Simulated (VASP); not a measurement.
# AlRu (an interface model) in VASP: single point with PBEsol

Aim: the single point of AlRu (an interface model) with PBEsol.

Everything below comes from runs of VASP 6.6.1. Logs are shortened: lines on timing, memory, paths and dates and some standing lists are left out, and cuts for length are marked.

### Step 1. The cell of the first run

The cell holds layers of an interface, 12 atoms: a = 2.976 Å, b = 2.976 Å, c = 17.942 Å, α = 90.00°, β = 90.00°, γ = 90.00°.

### Step 2. Single point, PBEsol

Input file INCAR:

```
ALGO = Normal
EDIFF = 1E-6
ENCUT = 520
GGA = PS
ISIF = 2
ISMEAR = 0
LASPH = T
LCHARG = T
LELF = T
LREAL = F
LVHAR = T
LWAVE = F
NBANDS = 63
NELM = 80
PREC = Accurate
SIGMA = 0.1
```

Input file KPOINTS:

```
k-points
0
Gamma
  12 12 2
```

Input file POSCAR:

```
AlRu
1.0
    2.9764078218      0.0000000000      0.0000000000
    0.0000000000      2.9764078218      0.0000000000
    0.0000000000      0.0000000000     17.9421448685
Al Ru
6 6
Direct
    0.0000000000      0.0000000000      0.0055605963
    0.0000000000      0.0000000000      0.1634835134
    0.0000000000      0.0000000000      0.3252819340
    0.5000000000      0.5000000000      0.5913847326
    0.5000000000      0.5000000000      0.7531831532
    0.5000000000      0.5000000000      0.9111060703
    0.5000000000      0.5000000000      0.0790459998
    0.5000000000      0.5000000000      0.2468718185
    0.5000000000      0.5000000000      0.4152244742
    0.0000000000      0.0000000000      0.5014421925
    0.0000000000      0.0000000000      0.6697948481
    0.0000000000      0.0000000000      0.8376206669
```

Potentials or basis: VASP PAW PBE potentials, release 64 (Al, Ru_pv).

On the command line:

```console
> cat potpaw_PBE.64/Al/POTCAR potpaw_PBE.64/Ru_pv/POTCAR > POTCAR
> mpirun -np 1 vasp_std > vasp.out
```

OUTCAR:

```text
EDIFF = 1E-6
   ENCUT = 520
   GGA = PS
   ISIF = 2
   ISMEAR = 0
   LASPH = T
   LREAL = F
   NELM = 80
   PREC = Accurate

 ion  position               nearest neighbor table
   1  0.000  0.000  0.006-   7 2.48   7 2.48   7 2.48   7 2.48   6 2.70   6 2.70   6 2.70   6 2.70
                             2 2.83  12 3.01
   2  0.000  0.000  0.163-   8 2.58   8 2.58   8 2.58   8 2.58   7 2.59   7 2.59   7 2.59   7 2.59
                             1 2.83   3 2.90
   3  0.000  0.000  0.325-   8 2.53   8 2.53   8 2.53   8 2.53   9 2.65   9 2.65   9 2.65   9 2.65
                             2 2.90  10 3.16
   4  0.500  0.500  0.591-  11 2.53  11 2.53  11 2.53  11 2.53  10 2.65  10 2.65  10 2.65  10 2.65
                             5 2.90   9 3.16
   5  0.500  0.500  0.753-  11 2.58  11 2.58  11 2.58  11 2.58  12 2.59  12 2.59  12 2.59  12 2.59
                             6 2.83   4 2.90
   6  0.500  0.500  0.911-  12 2.48  12 2.48  12 2.48  12 2.48   1 2.70   1 2.70   1 2.70   1 2.70
                             5 2.83   7 3.01
   7  0.500  0.500  0.079-   1 2.48   1 2.48   1 2.48   1 2.48   2 2.59   2 2.59   2 2.59   2 2.59
                             8 3.01   6 3.01
   8  0.500  0.500  0.247-   3 2.53   3 2.53   3 2.53   3 2.53   2 2.58   2 2.58   2 2.58   2 2.58
                             7 3.01   9 3.02
   9  0.500  0.500  0.415-  10 2.61  10 2.61  10 2.61  10 2.61   3 2.65   3 2.65   3 2.65   3 2.65
                             8 3.02   4 3.16
  10  0.000  0.000  0.501-   9 2.61   9 2.61   9 2.61   9 2.61   4 2.65   4 2.65   4 2.65   4 2.65
                            11 3.02   3 3.16
  11  0.000  0.000  0.670-   4 2.53   4 2.53   4 2.53   4 2.53   5 2.58   5 2.58   5 2.58   5 2.58
                            12 3.01  10 3.02
  12  0.000  0.000  0.838-   6 2.48   6 2.48   6 2.48   6 2.48   5 2.59   5 2.59   5 2.59   5 2.59
                            11 3.01   1 3.01

  LATTYP: Found a simple tetragonal cell.
 ALAT       =     2.9764078218
 C/A-ratio  =     6.0281204535

  Lattice vectors:

 A1 = (   2.9764078218,   0.0000000000,   0.0000000000)
 A2 = (   0.0000000000,   2.9764078218,   0.0000000000)
 A3 = (   0.0000000000,   0.0000000000,  17.9421448685)

Analysis of symmetry for initial positions (statically):
=====================================================================
 Subroutine PRICEL returns:
 Original cell was already a primitive cell.

 Routine SETGRP: Setting up the symmetry group for a
 simple tetragonal supercell.

 Subroutine GETGRP returns: Found 16 space group operations
 (whereof  8 operations were pure point group operations)
 out of a pool of 16 trial point group operations.

The static configuration has the point symmetry C_4v.
 The point group associated with its full space group is D_4h.

Analysis of symmetry for dynamics (positions and initial velocities):
=====================================================================
 Subroutine PRICEL returns:
 Original cell was already a primitive cell.

 Routine SETGRP: Setting up the symmetry group for a
 simple tetragonal supercell.

 Subroutine GETGRP returns: Found 16 space group operations
 (whereof  8 operations were pure point group operations)
 out of a pool of 16 trial point group operations.

The dynamic configuration has the point symmetry C_4v.
 The point group associated with its full space group is D_4h.

 Subroutine INISYM returns: Found 16 space group operations
 (whereof  8 operations are pure point group operations),
 and found     1 'primitive' translations

----------------------------------------------------------------------------------------

                                     Primitive cell

  volume of cell :     158.9495

  direct lattice vectors                    reciprocal lattice vectors
     2.976407822  0.000000000  0.000000000     0.335975464  0.000000000  0.000000000
     0.000000000  2.976407822  0.000000000     0.000000000  0.335975464  0.000000000
     0.000000000  0.000000000 17.942144869     0.000000000  0.000000000  0.055734697

  length of vectors
     2.976407822  2.976407822 17.942144869     0.335975464  0.335975464  0.055734697

  position of ions in fractional coordinates (direct lattice)
     0.000000000  0.000000000  0.005560596
[... 36 lines left out ...]

  Cartesian coordinates                     Fractional coordinates (reciprocal lattice)
     0.027997955  0.000000000  0.000000000     0.083333333  0.000000000  0.000000000
     0.000000000  0.027997955  0.000000000     0.000000000  0.083333333  0.000000000
     0.000000000  0.000000000  0.027867348     0.000000000  0.000000000  0.500000000

  Length of vectors
     0.027997955  0.027997955  0.027867348

  Shift w.r.t. Gamma in fractional coordinates (k-lattice)
     0.000000000  0.000000000  0.000000000

 Subroutine IBZKPT returns following result:
 ===========================================

 Found     56 irreducible k-points:

 Following reciprocal coordinates:
            Coordinates               Weight
  0.000000  0.000000  0.000000      1.000000
  0.083333  0.000000  0.000000      4.000000
  0.166667  0.000000  0.000000      4.000000
  0.250000  0.000000  0.000000      4.000000
  0.333333  0.000000  0.000000      4.000000
  0.416667  0.000000  0.000000      4.000000
[... 16 lines left out ...]
  0.333333  0.333333  0.000000      4.000000
  0.416667  0.333333  0.000000      8.000000
 [... further k-points ...]
   k-points           NKPTS =     56   k-points in BZ     NKDIM =     56   number of bands    NBANDS=     63
   number of dos      NEDOS =    301   number of ions     NIONS =     12
   total plane-waves  NPLWV =  80640
   dimension x,y,z NGX =    24 NGY =   24 NGZ =  140
   dimension x,y,z NGXF=    48 NGYF=   48 NGZF=  280
   ions per type =               6   6
   NGX,Y,Z   is equivalent  to a cutoff of  13.41, 13.41, 12.97 a.u.
   NGXF,Y,Z  is equivalent  to a cutoff of  26.81, 26.81, 25.94 a.u.
 SYSTEM =  unknown system
   PREC   = accura    normal or accurate (medium, high low for compatibility)
   ISTART =      0    job   : 0-new  1-cont  2-samecut
   ICHARG =      2    charge: 1-file 2-atom 10-const
   ISPIN  =      1    spin polarized calculation?
   LNONCOLLINEAR =      F non collinear calculations
   LSORBIT =      F    spin-orbit coupling
   LASPH  =      T    aspherical Exc in radial PAW
   ENCUT  =  520.0 eV  38.22 Ry    6.18 a.u.   5.53  5.53 33.36*2*pi/ulx,y,z
   NELM   =     80;   NELMIN=  2; NELMDL= -5     # of ELM steps
   EDIFF  = 0.1E-05   stopping-criterion for ELM
   LREAL  =      F    real-space projection
   EDIFFG = 0.1E-04   stopping-criterion for IOM
   NSW    =      0    number of steps for IOM
   IBRION =     -1    ionic relax: 0-MD 1-quasi-New 2-CG
   NFREE  =      0    steps in history (QN), initial steepest desc. (CG)
   ISIF   =      2    stress and relaxation
   ISYM   =      2    0-nonsym 1-usesym 2-fastsym
   POTIM  = 0.5000    time-step for ionic-motion
   TEBEG  =    0.0;   TEEND  =   0.0 temperature during run
   PSTRESS=    0.0 pullay stress
   NELECT =     102.0000    total number of electrons
   NUPDOWN=      -1.0000    fix difference up-down
   EMIN   =  10.00;   EMAX   =-10.00  energy-range for DOS
   EFERMI =   0.00;   METHOD = LEGACY
   ISMEAR =     0;   SIGMA  =   0.10  broadening in eV -4-tet -1-fermi 0-gaus
   EFERMI_NEDOS =   21; number of points for ismear=-14 and -15
   IALGO  =     38    algorithm
   IMIX   =      4    mixing-type and parameters
     AMIX     =   0.40;   BMIX     =  1.00
     AMIX_MAG =   1.60;   BMIX_MAG =  1.00
  volume/ion in A,a.u.               =      13.25        89.39
  Fermi-wavevector in a.u.,A,eV,Ry     =   1.412066  2.668419 27.129088  1.993932
  Thomas-Fermi vector in A             =   2.533853
   LORBIT       =      0    0 simple, 1 ext, 2 COOP (PROOUT), +10 PAW based schemes
   GGA     = PS    functional components
   LHFCALC =     F    Hartree Fock is set to
   AEXX    =    0.0000 exact exchange contribution
   IVDW    =     0    specifies the selected vdW correction
   LEPSILON=     F    determine dielectric tensor
   LRPA    =     F    only Hartree local field effects (RPA)
 non-spin polarized calculation
 Gauss-broadening in eV      SIGMA  =   0.10
  energy-cutoff  :      520.00
  volume of cell :      158.95
 maximum number of plane-waves:      4331
 NGX is ok and might be reduce to    24
   NGX = 11   NGY = 11   NGZ = 67

 number of electron     101.9999980 magnetization

 Free energy of the ion-electron system (eV)
  ---------------------------------------------------
  ext. energy  EPLUGINS =         0.00000000
  ---------------------------------------------------
  free energy    TOTEN  =       -92.31242039 eV

  energy without entropy =      -92.28312360  energy(sigma->0) =      -92.29777200

 E-fermi :  11.0456     XC(G=0): -12.7398

 val. band max:       11.0404413097   @ k =   0.0833   0.0833   0.0000
 cond. band min:      11.0471577847   @ k =   0.4167   0.4167   0.0000
 fundamental gap:      0.0067164750
 Fermi energy:        11.0455780108

 k-point     1 :       0.0000    0.0000    0.0000
  band No.  band energies     occupation
      1     -32.0099      2.00000
      2     -31.9631      2.00000
      3     -31.9631      2.00000
      4     -31.6134      2.00000
      5     -31.6076      2.00000
      6     -31.6076      2.00000
[... 1573 lines left out ...]
     62      15.1818      0.00000
     63      15.5137      0.00000

 [... further k-points ...]

------------------------ aborting loop because EDIFF is reached ----------------------------------------

  FORCE on cell =-STRESS in cart. coord.  units (eV):
  Direction    XX          YY          ZZ          XY          YZ          ZX
  --------------------------------------------------------------------------------------
  -------------------------------------------------------------------------------------
  Total        2.2651535      2.2651535      0.0077197      0.0000000      0.0000000      0.0000000
  in kB       22.8322649     22.8322649      0.0778130      0.0000000      0.0000000      0.0000000
  external PRESSURE =      15.2474476 kB  Pullay stress =       0.0000000 kB

 VOLUME and BASIS-vectors are now :
 -----------------------------------------------------------------------------
  energy-cutoff  :      520.00
  volume of cell :      158.95
      direct lattice vectors                 reciprocal lattice vectors
     2.976407822  0.000000000  0.000000000     0.335975464  0.000000000  0.000000000
     0.000000000  2.976407822  0.000000000     0.000000000  0.335975464  0.000000000
     0.000000000  0.000000000 17.942144869     0.000000000  0.000000000  0.055734697

 POSITION                                       TOTAL-FORCE (eV/Angst)
 -----------------------------------------------------------------------------------
      0.00000      0.00000      0.09977        -0.000000     -0.000000     -0.006279
      0.00000      0.00000      2.93324        -0.000000      0.000000      0.000933
      0.00000      0.00000      5.83626        -0.000000      0.000000      0.011998
      1.48820      1.48820     10.61071        -0.000000     -0.000000     -0.011998
      1.48820      1.48820     13.51372        -0.000000     -0.000000     -0.000933
      1.48820      1.48820     16.34720        -0.000000      0.000000      0.006279
      1.48820      1.48820      1.41825         0.000000     -0.000000      0.002011
      1.48820      1.48820      4.42941        -0.000000     -0.000000     -0.006723
      1.48820      1.48820      7.45002        -0.000000      0.000000      0.001331
      0.00000      0.00000      8.99695        -0.000000     -0.000000     -0.001331
      0.00000      0.00000     12.01756        -0.000000      0.000000      0.006723
      0.00000      0.00000     15.02871        -0.000000     -0.000000     -0.002011
 -----------------------------------------------------------------------------------
    total drift:                                0.000000     -0.000000      0.000014

  FREE ENERGIE OF THE ION-ELECTRON SYSTEM (eV)
  ---------------------------------------------------
  free  energy   TOTEN  =       -92.3124203948 eV

  energy  without entropy=      -92.2831236011  energy(sigma->0) =      -92.29777200
```

Wall time 12 min (1 thread of Intel Xeon 8259CL, shared host); peak memory 0.53 GiB.

Results:

```
Free energy            : -92.3124 eV
Pressure               : 1.5 GPa
Largest force          : 0.012 eV/Å
Band gap on the k mesh : zero (bands 51 and 52 overlap by 2.03 eV)
```

Forces in eV/Å, atoms in the order of the input:
```
Al   0.000  0.000 -0.006
Al   0.000  0.000  0.001
Al   0.000  0.000  0.012
Al   0.000  0.000 -0.012
Al   0.000  0.000 -0.001
Al   0.000  0.000  0.006
Ru   0.000  0.000  0.002
Ru   0.000  0.000 -0.007
Ru   0.000  0.000  0.001
Ru   0.000  0.000 -0.001
Ru   0.000  0.000  0.007
Ru   0.000  0.000 -0.002
```

Levels at points of the mesh, in eV from the Fermi level:
```csv
k point,band 50,band 51,band 52,band 53,band 54,band 55
"(0.00, 0.00, 0.00)",0.10,0.11,0.25,0.26,0.56,0.91
"(0.50, 0.00, 0.00)",-0.95,-0.28,-0.28,0.45,0.45,1.24
"(0.50, 0.50, 0.00)",0.70,1.50,1.50,1.57,1.57,1.68
"(0.00, 0.00, 0.50)",0.10,0.11,0.25,0.26,0.56,0.91
"(0.50, 0.00, 0.50)",-0.95,-0.28,-0.28,0.45,0.45,1.24
"(0.50, 0.50, 0.50)",1.40,1.50,1.50,1.57,1.57,1.70
```

Caveat: the PAW data sets were made with another functional, which shifts forces and pressure a little.
